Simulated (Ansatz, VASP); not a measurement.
**One calculation of InSe, two programs**

```
In Se
1.0
     2.00000    1.15470    8.48300
    -2.00000    1.15470    8.48300
     0.00000   -2.30940    8.48300
In Se
2 2
Direct
  0.00000 0.00000 0.00000
  0.11220 0.11220 0.11220
  0.61550 0.61550 0.61550
  0.83000 0.83000 0.83000
```

Change from the starting cell: zz strain of +2 %.

Alike in both runs: task single point; functional PBEsol; k mesh 7 × 7 × 7; occupations fermi-dirac, width 0.01 eV; no spin polarisation.

|  | VASP | Ansatz |
| --- | --- | --- |
| version | VASP 6.6.1 | Ansatz 0.2.0 |
| potentials or method | VASP PAW PBE potentials, release 64 (In_d, Se), cutoff 520 eV | all-electron LAPW, scalar-relativistic |

|  | VASP | Ansatz | Ansatz less VASP |
| --- | --- | --- | --- |
| gap on the k mesh at the Fermi level (eV) | 0.68 | 0.69 | +0.011 |
| pressure (GPa) | -0.6 | -0.7 | -0.04 |
| traceless stress, the component that is largest in VASP (GPa) | -1.14 | -1.13 | +0.008 |
| rms of the force components (eV/Å) | 0.111 | 0.109 | -0.0024 |

VASP's potentials were made for PBE, not for PBEsol. Atom by atom the forces differ by 0.010 eV/Å (rms over components). Ansatz ran all-electron here, and VASP with PAW potentials.
